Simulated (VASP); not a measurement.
## GaSb: single point with r2SCAN

GaSb:

```
Ga Sb
1.0
     0.00000    3.06588    3.06588
     3.06588    0.00000    3.06588
     3.06588    3.06588    0.00000
Ga Sb
1 1
Direct
  0.00000 0.00000 0.00000
  0.25000 0.25000 0.25000
```

* Program: VASP 6.6.1
* Task: single point
* Functional: r2SCAN
* Potentials or basis: VASP PAW PBE potentials, release 64 (Ga_d, Sb)
* Cutoff: 520 eV
* k mesh: 8 × 8 × 8
* Occupations: fermi-dirac, width 0.02 eV
* Spin: no spin polarisation

| Item | Value |
| --- | --- |
| Pressure | 0.1 GPa |
| Band gap on the k mesh | 0.40 eV, direct |

Levels at points of the mesh, in eV from the valence-band top:
| k point | band 6 | band 7 | band 8 | band 9 | band 10 | band 11 | band 12 | band 13 |
| --- | --- | --- | --- | --- | --- | --- | --- | --- |
| (0.00, 0.00, 0.00) | -11.88 | 0.00 | 0.00 | 0.00 | 0.40 | 2.98 | 2.98 | 2.98 |
| (0.50, 0.00, 0.00) | -10.18 | -6.55 | -1.20 | -1.20 | 0.67 | 4.01 | 4.01 | 6.93 |
| (0.50, 0.50, 0.00) | -9.30 | -7.02 | -2.67 | -2.67 | 1.13 | 1.49 | 9.22 | 9.22 |

It took 61 s on 1 thread of AMD EPYC 9R45 96-Core Processor (Zen 5) (shared host), peak memory 0.17 GiB.

Caveat: the PAW data sets were made with another functional, which shifts forces and pressure a little; spin-orbit coupling is left out, which moves the levels of the heavy elements. A k mesh can miss the band edges.
